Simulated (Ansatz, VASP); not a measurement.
**Two plane-wave programs on TiB2**

File INCAR:

```
SYSTEM = TiB2
  PREC = Accurate
  ENCUT = 600
  EDIFF = 1E-6
  ISMEAR = 0
  SIGMA = 0.1
  LREAL = .FALSE.
  LASPH = .TRUE.
  NELM = 100
  ALGO = Normal
  ISIF = 3
  LWAVE = .FALSE.
  LCHARG = .FALSE.
  GGA = PE
  IVDW = 12
  IBRION = 2
  NSW = 70
  EDIFFG = -0.005
```

The input KPOINTS:

```
Automatic mesh
0
G
  15 15 14
  0 0 0
```

File POSCAR:

```
TiB2
1.0
    3.0321013830      0.0000000000      0.0000000000
   -1.5160506915      2.6258768246      0.0000000000
    0.0000000000      0.0000000000      3.2234109036
Ti B
1 2
Direct
    0.0000000000      0.0000000000      0.0000000000
    0.3333333333      0.6666666667      0.5000000000
    0.6666666667      0.3333333333      0.5000000000
```

Input for Ansatz:

```yaml
crystal:
  lattice:
    - [3.032101383, 0.0, 0.0]
    - [-1.5160506915, 2.6258768246, 0.0]
    - [0.0, 0.0, 3.2234109036]
  atoms:
    - { symbol: Ti, position: [0.0, 0.0, 0.0] }
    - { symbol: B, position: [0.3333333333, 0.6666666667, 0.5] }
    - { symbol: B, position: [0.6666666667, 0.3333333333, 0.5] }
basis:
  ecutwfc: 420
kpoints:
  mp_grid: { grid: [15, 15, 14] }
hamiltonian:
  xc: pbe
  dispersion: d3bj
scf:
  occupations: { method: gaussian, width: 0.1 }
output:
  forces: true
  stress: true
  eigenvalues: true
relax:
  adjacent_minimum: "off"
  f_tol: 0.005
  max_steps: 50
  cell: { stress_tol: 0.05 }
```

Alike in both runs: task relaxation of cell and atoms; functional PBE; dispersion D3(BJ); k mesh 15 × 15 × 14; occupations gaussian, width 0.1 eV; no spin polarisation.

|  | VASP | Ansatz |
| --- | --- | --- |
| version | VASP 6.6.1 | Ansatz 0.2.0 |
| potentials or method | VASP PAW PBE potentials, release 64 (Ti_sv, B), cutoff 600 eV | scalar-relativistic, plane waves, PAW |
| valence electrons in the cell | 18 | 18 |

Ansatz gave:

```
gap on the k mesh at the Fermi level, each at its own relaxed structure (eV)  : none
relaxed volume (Å³/atom)                                                      : 8.29
relaxed length of the cell vector where the two differ most in proportion (Å) : 3.181
```

Problem. Which values does VASP return?

Solution. gap on the k mesh at the Fermi level, each at its own relaxed structure (eV): none; relaxed volume (Å³/atom): 8.29; relaxed length of the cell vector where the two differ most in proportion (Å): 3.182.

A gap of «none» marks a metal or a gap that the smearing closes.
